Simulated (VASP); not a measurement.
A run of VASP 6.6.1 is set up as follows.

File INCAR:

```
PREC = Accurate
ENCUT = 520
EDIFF = 1E-6
ISMEAR = 0
SIGMA = 0.1
LREAL = False
LASPH = True
NELM = 60
ALGO = Normal
ISIF = 2
LWAVE = False
LCHARG = True
GGA = PS
LELF = True
LVHAR = True
NBANDS = 33
```

Contents of KPOINTS:

```
regular mesh
0
Gamma
  6 6 2
```

The input POSCAR:

```
Ta4O
1.0
    3.2320470291     -0.0152481768      0.0288595295
   -0.0152481768      3.2607564900     -0.0239794059
    0.0656424534     -0.0545423666      7.3830922482
Ta O
4 1
Direct
    0.0557881040      0.0175980815      0.4959207976
    0.5099888585      0.4844793375      0.7830196518
    0.4958958890      0.5104955771      0.2247411169
    0.0271957279      0.0119959521     -0.0099535760
    0.4860972249      0.4512680640      0.5148622201
```

Potentials or basis: VASP PAW PBE potentials, release 64 (Ta_pv, O).

Run with:

```bash
$ cat potpaw_PBE.64/Ta_pv/POTCAR potpaw_PBE.64/O/POTCAR > POTCAR
$ mpirun -np 1 vasp_std > vasp.out
```

Question: Estimate the band gap on the k mesh.

Answer: Zero (band 25 reaches 6.67 eV, above the bottom of band 26 at 5.76 eV).

Question: Estimate the largest force.

Answer: 2.876 eV/Å.

Question: What does it give for the pressure?

Answer: 0.0 GPa.

Stress tensor (GPa, compression positive):
```
 0.56  5.96  0.40
 5.96  0.58  0.85
 0.40  0.85 -1.13
```

Caveat: the k points lie up to 0.43 Å⁻¹ apart; the PAW data sets were made with another functional, which shifts forces and pressure a little; spin-orbit coupling is left out, which moves the levels of the heavy elements.
